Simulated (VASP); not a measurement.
# BAs (lda) (F-43m) in VASP: notebook

Runs on BAs (lda). Level: LDA. Tasks: single point, relaxation of cell and atoms.

Program: VASP 6.6.1. These are calculated values, not measurements. Logs are shortened: lines on timing, memory, paths and dates and some standing lists are left out, and cuts for length are marked.

## 1. The cell of the first run

The structure is cubic, space group F-43m (No. 216). Conventional cell: a = 4.732 Å, b = 4.732 Å, c = 4.732 Å, α = 90.00°, β = 90.00°, γ = 90.00°. Within 2.7 Å of B (site symmetry -43m) lie 4 As at 2.05 Å. Within 2.7 Å of As (site symmetry -43m) lie 4 B at 2.05 Å.

## 2. Single point, LDA

File INCAR:

```
SYSTEM = BAs
  ALGO = Normal
  EDIFF = 1E-6
  ENCUT = 500
  GGA_COMPAT = .FALSE.
  ISIF = 2
  ISMEAR = 0
  LASPH = .TRUE.
  LCHARG = .FALSE.
  LREAL = .FALSE.
  LWAVE = .FALSE.
  NBANDS = 11
  NELM = 120
  PREC = Accurate
  SIGMA = 0.01
```

File KPOINTS:

```
k-points
0
G
  8 8 8
  0 0 0
```

File POSCAR:

```
BAs
1.0
    0.0000000000      2.3659881175      2.3659881175
    2.3659881175      0.0000000000      2.3659881175
    2.3659881175      2.3659881175      0.0000000000
B As
1 1
Direct
    0.0000000000      0.0000000000      0.0000000000
    0.2500000000      0.2500000000      0.2500000000
```

Potentials or basis: VASP PAW LDA potentials, release 64 (B, As).

Command:

```sh
cat potpaw_LDA.64/B/POTCAR potpaw_LDA.64/As/POTCAR > POTCAR
mpirun -np 1 vasp_std > vasp.out
```

OUTCAR:

```text
SYSTEM = BAs
   EDIFF = 1E-6
   ENCUT = 500
   ISIF = 2
   ISMEAR = 0
   LASPH = .TRUE.
   LREAL = .FALSE.
   NELM = 120
   PREC = Accurate

 ion  position               nearest neighbor table
   1  0.000  0.000  0.000-   2 2.05   2 2.05   2 2.05   2 2.05
   2  0.250  0.250  0.250-   1 2.05   1 2.05   1 2.05   1 2.05

  LATTYP: Found a face centered cubic cell.
 ALAT       =     4.7319762350

  Lattice vectors:

 A1 = (   0.0000000000,   2.3659881175,   2.3659881175)
 A2 = (   2.3659881175,   0.0000000000,   2.3659881175)
 A3 = (   2.3659881175,   2.3659881175,   0.0000000000)

Analysis of symmetry for initial positions (statically):
=====================================================================
 Subroutine PRICEL returns:
 Original cell was already a primitive cell.

 Routine SETGRP: Setting up the symmetry group for a
 face centered cubic supercell.

 Subroutine GETGRP returns: Found 24 space group operations
 (whereof 24 operations were pure point group operations)
 out of a pool of 48 trial point group operations.

The static configuration has the point symmetry T_d .

Analysis of symmetry for dynamics (positions and initial velocities):
=====================================================================
 Subroutine PRICEL returns:
 Original cell was already a primitive cell.

 Routine SETGRP: Setting up the symmetry group for a
 face centered cubic supercell.

 Subroutine GETGRP returns: Found 24 space group operations
 (whereof 24 operations were pure point group operations)
 out of a pool of 48 trial point group operations.

The dynamic configuration has the point symmetry T_d .

 Subroutine INISYM returns: Found 24 space group operations
 (whereof 24 operations are pure point group operations),
 and found     1 'primitive' translations

----------------------------------------------------------------------------------------

                                     Primitive cell

  volume of cell :      26.4891

  direct lattice vectors                    reciprocal lattice vectors
     0.000000000  2.365988118  2.365988118    -0.211328196  0.211328196  0.211328196
     2.365988118  0.000000000  2.365988118     0.211328196 -0.211328196  0.211328196
     2.365988118  2.365988118  0.000000000     0.211328196  0.211328196 -0.211328196

  length of vectors
     3.346012484  3.346012484  3.346012484     0.366031172  0.366031172  0.366031172

  position of ions in fractional coordinates (direct lattice)
     0.000000000  0.000000000  0.000000000
     0.250000000  0.250000000  0.250000000

  ion indices of the primitive-cell ions
   primitive index   ion index
                 1           1
                 2           2

----------------------------------------------------------------------------------------

 KPOINTS: k-points

Automatic generation of k-mesh.
 Grid dimensions read from file:
 generate k-points for:    8    8    8

 Generating k-lattice:

  Cartesian coordinates                     Fractional coordinates (reciprocal lattice)
    -0.026416024  0.026416024  0.026416024     0.125000000  0.000000000  0.000000000
     0.026416024 -0.026416024  0.026416024     0.000000000  0.125000000  0.000000000
     0.026416024  0.026416024 -0.026416024     0.000000000  0.000000000  0.125000000

  Length of vectors
     0.045753897  0.045753897  0.045753897

  Shift w.r.t. Gamma in fractional coordinates (k-lattice)
     0.000000000  0.000000000  0.000000000

 Subroutine IBZKPT returns following result:
 ===========================================

 Found     29 irreducible k-points:

 Following reciprocal coordinates:
            Coordinates               Weight
  0.000000  0.000000  0.000000      1.000000
  0.125000  0.000000  0.000000      8.000000
  0.250000  0.000000  0.000000      8.000000
  0.375000  0.000000  0.000000      8.000000
  0.500000  0.000000  0.000000      4.000000
  0.125000  0.125000  0.000000      6.000000
[... 16 lines left out ...]
  0.500000  0.250000  0.125000     48.000000
 -0.375000  0.250000  0.125000     24.000000
 [... further k-points ...]
   k-points           NKPTS =     29   k-points in BZ     NKDIM =     29   number of bands    NBANDS=     11
   number of dos      NEDOS =    301   number of ions     NIONS =      2
   total plane-waves  NPLWV =  13824
   dimension x,y,z NGX =    24 NGY =   24 NGZ =   24
   dimension x,y,z NGXF=    48 NGYF=   48 NGZF=   48
   ions per type =               1   1
   NGX,Y,Z   is equivalent  to a cutoff of  11.92, 11.92, 11.92 a.u.
   NGXF,Y,Z  is equivalent  to a cutoff of  23.85, 23.85, 23.85 a.u.
 SYSTEM =  BAs
   PREC   = accura    normal or accurate (medium, high low for compatibility)
   ISTART =      0    job   : 0-new  1-cont  2-samecut
   ICHARG =      2    charge: 1-file 2-atom 10-const
   ISPIN  =      1    spin polarized calculation?
   LNONCOLLINEAR =      F non collinear calculations
   LSORBIT =      F    spin-orbit coupling
   LASPH  =      T    aspherical Exc in radial PAW
   ENCUT  =  500.0 eV  36.75 Ry    6.06 a.u.   6.10  6.10  6.10*2*pi/ulx,y,z
   NELM   =    120;   NELMIN=  2; NELMDL= -5     # of ELM steps
   EDIFF  = 0.1E-05   stopping-criterion for ELM
   LREAL  =      F    real-space projection
   EDIFFG = 0.1E-04   stopping-criterion for IOM
   NSW    =      0    number of steps for IOM
   IBRION =     -1    ionic relax: 0-MD 1-quasi-New 2-CG
   NFREE  =      0    steps in history (QN), initial steepest desc. (CG)
   ISIF   =      2    stress and relaxation
   ISYM   =      2    0-nonsym 1-usesym 2-fastsym
   POTIM  = 0.5000    time-step for ionic-motion
   TEBEG  =    0.0;   TEEND  =   0.0 temperature during run
   PSTRESS=    0.0 pullay stress
   NELECT =       8.0000    total number of electrons
   NUPDOWN=      -1.0000    fix difference up-down
   EMIN   =  10.00;   EMAX   =-10.00  energy-range for DOS
   EFERMI =   0.00;   METHOD = LEGACY
   ISMEAR =     0;   SIGMA  =   0.01  broadening in eV -4-tet -1-fermi 0-gaus
   EFERMI_NEDOS =   21; number of points for ismear=-14 and -15
   IALGO  =     38    algorithm
   IMIX   =      4    mixing-type and parameters
     AMIX     =   0.40;   BMIX     =  1.00
     AMIX_MAG =   1.60;   BMIX_MAG =  1.00
  volume/ion in A,a.u.               =      13.24        89.38
  Fermi-wavevector in a.u.,A,eV,Ry     =   1.098371  2.075620 16.414316  1.206418
  Thomas-Fermi vector in A             =   2.234747
   LORBIT       =      0    0 simple, 1 ext, 2 COOP (PROOUT), +10 PAW based schemes
   GGA     = CA    functional components
   LHFCALC =     F    Hartree Fock is set to
   AEXX    =    0.0000 exact exchange contribution
   IVDW    =     0    specifies the selected vdW correction
   LEPSILON=     F    determine dielectric tensor
   LRPA    =     F    only Hartree local field effects (RPA)
 non-spin polarized calculation
 Gauss-broadening in eV      SIGMA  =   0.01
  energy-cutoff  :      500.00
  volume of cell :       26.49
 maximum number of plane-waves:       692
   NGX = 13   NGY = 13   NGZ = 13

 number of electron       8.0000001 magnetization

 Free energy of the ion-electron system (eV)
  ---------------------------------------------------
  ext. energy  EPLUGINS =         0.00000000
  ---------------------------------------------------
  free energy    TOTEN  =       -12.92348443 eV

  energy without entropy =      -12.92348443  energy(sigma->0) =      -12.92348443

 E-fermi :   6.5960     XC(G=0): -10.9024

 val. band max:        6.4823888623   @ k =   0.0000   0.0000   0.0000
 cond. band min:       7.5951457453   @ k =   0.3750   0.3750   0.0000
 fundamental gap:      1.1127568830
 Fermi energy:         6.5960042267

 k-point     1 :       0.0000    0.0000    0.0000
  band No.  band energies     occupation
      1      -9.1552      2.00000
      2       6.4824      2.00000
      3       6.4824      2.00000
      4       6.4824      2.00000
      5       9.7683      0.00000
      6       9.7683      0.00000
      7       9.7683      0.00000
      8      11.5406      0.00000
      9      15.9825      0.00000
     10      19.6335      0.00000
     11      19.6335      0.00000

 k-point     2 :       0.1250    0.0000    0.0000
  band No.  band energies     occupation
      1      -8.8932      2.00000
      2       4.4992      2.00000
      3       6.0302      2.00000
      4       6.0302      2.00000
      5       9.9551      0.00000
      6      10.3601      0.00000
      7      10.3601      0.00000
      8      12.7088      0.00000
      9      16.9596      0.00000
     10      18.1863      0.00000
     11      18.1863      0.00000

 k-point     3 :       0.2500    0.0000    0.0000
  band No.  band energies     occupation
      1      -8.1292      2.00000
      2       1.4695      2.00000
      3       5.3021      2.00000
      4       5.3021      2.00000
      5       9.6824      0.00000
      6      11.1650      0.00000
      7      11.1650      0.00000
      8      14.4884      0.00000
      9      17.7476      0.00000
     10      17.7862      0.00000
     11      17.7862      0.00000

 k-point     4 :       0.3750    0.0000    0.0000
  band No.  band energies     occupation
      1      -6.9895      2.00000
      2      -1.1726      2.00000
      3       4.7924      2.00000
      4       4.7924      2.00000
      5       9.4323      0.00000
      6      11.3252      0.00000
      7      11.3252      0.00000
      8      15.2403      0.00000
      9      18.3236      0.00000
     10      19.2787      0.00000
     11      19.2787      0.00000

 k-point     5 :       0.5000    0.0000    0.0000
  band No.  band energies     occupation
      1      -6.1939      2.00000
      2      -2.4841      2.00000
      3       4.6163      2.00000
      4       4.6163      2.00000
      5       9.3445      0.00000
      6      11.2658      0.00000
      7      11.2658      0.00000
      8      15.2314      0.00000
      9      19.1702      0.00000
     10      21.1850      0.00000
     11      21.1850      0.00000
[... 211 lines left out ...]
 k-point    21 :       0.5000    0.5000    0.0000
  band No.  band energies     occupation
      1      -4.8702      2.00000
      2      -2.1049      2.00000
      3       2.2863      2.00000
      4       2.2863      2.00000
      5       7.7969      0.00000
      6       7.8629      0.00000
      7      17.9885      0.00000
      8      17.9885      0.00000
      9      19.3805      0.00000
     10      24.0697      0.00000
     11      24.5072      0.00000

 k-point    22 :       0.3750    0.2500    0.1250
  band No.  band energies     occupation
      1      -7.4615      2.00000
      2       1.2562      2.00000
      3       2.6564      2.00000
      4       4.4115      2.00000
      5       9.6907      0.00000
      6      11.8579      0.00000
      7      12.3803      0.00000
      8      13.7611      0.00000
      9      17.3137      0.00000
     10      19.8690      0.00000
     11      20.8339      0.00000

 k-point    23 :       0.5000    0.2500    0.1250
  band No.  band energies     occupation
      1      -6.3621      2.00000
      2      -0.7703      2.00000
      3       1.9403      2.00000
      4       3.6648      2.00000
      5      10.3254      0.00000
      6      11.6073      0.00000
      7      13.0524      0.00000
      8      14.6463      0.00000
      9      17.9321      0.00000
     10      19.9383      0.00000
     11      22.1084      0.00000

 k-point    24 :      -0.3750    0.2500    0.1250
  band No.  band energies     occupation
      1      -5.6109      2.00000
      2      -1.9389      2.00000
      3       1.8281      2.00000
      4       3.3126      2.00000
      5      10.4409      0.00000
      6      11.2918      0.00000
      7      14.0320      0.00000
      8      15.5951      0.00000
      9      16.8593      0.00000
     10      20.7808      0.00000
     11      21.7917      0.00000

 [... further k-points ...]

------------------------ aborting loop because EDIFF is reached ----------------------------------------

  FORCE on cell =-STRESS in cart. coord.  units (eV):
  Direction    XX          YY          ZZ          XY          YZ          ZX
  --------------------------------------------------------------------------------------
  -------------------------------------------------------------------------------------
  Total        0.1622163      0.1622163      0.1622163      0.0000000      0.0000000     -0.0000000
  in kB        9.8115422      9.8115422      9.8115422      0.0000000      0.0000000     -0.0000000
  external PRESSURE =       9.8115422 kB  Pullay stress =       0.0000000 kB

 VOLUME and BASIS-vectors are now :
 -----------------------------------------------------------------------------
  energy-cutoff  :      500.00
  volume of cell :       26.49
      direct lattice vectors                 reciprocal lattice vectors
     0.000000000  2.365988118  2.365988118    -0.211328196  0.211328196  0.211328196
     2.365988118  0.000000000  2.365988118     0.211328196 -0.211328196  0.211328196
     2.365988118  2.365988118  0.000000000     0.211328196  0.211328196 -0.211328196

 POSITION                                       TOTAL-FORCE (eV/Angst)
 -----------------------------------------------------------------------------------
      0.00000      0.00000      0.00000         0.000000      0.000000      0.000000
      1.18299      1.18299      1.18299        -0.000000     -0.000000     -0.000000
 -----------------------------------------------------------------------------------
    total drift:                                0.000000      0.000000      0.000000

  FREE ENERGIE OF THE ION-ELECTRON SYSTEM (eV)
  ---------------------------------------------------
  free  energy   TOTEN  =       -12.9234844323 eV

  energy  without entropy=      -12.9234844323  energy(sigma->0) =      -12.92348443
```

Run time: 4.7 s. Hardware: 1 thread of Intel Xeon Platinum 8559C (Emerald Rapids), shared host; peak memory 0.13 GiB.

Results:

- Free energy: -12.9235 eV
- Pressure: 1.0 GPa
- Band gap on the k mesh: 1.11 eV, indirect (least direct gap 3.29 eV)

Levels at points of the mesh, in eV from the valence-band top:
```csv
k point,band 2,band 3,band 4,band 5,band 6,band 7
"(0.00, 0.00, 0.00)",0.00,0.00,0.00,3.29,3.29,3.29
"(0.50, 0.00, 0.00)",-8.97,-1.87,-1.87,2.86,4.78,4.78
"(0.50, 0.50, 0.00)",-8.59,-4.20,-4.20,1.31,1.38,11.51
```

(Part 1 of 2 ends here.)
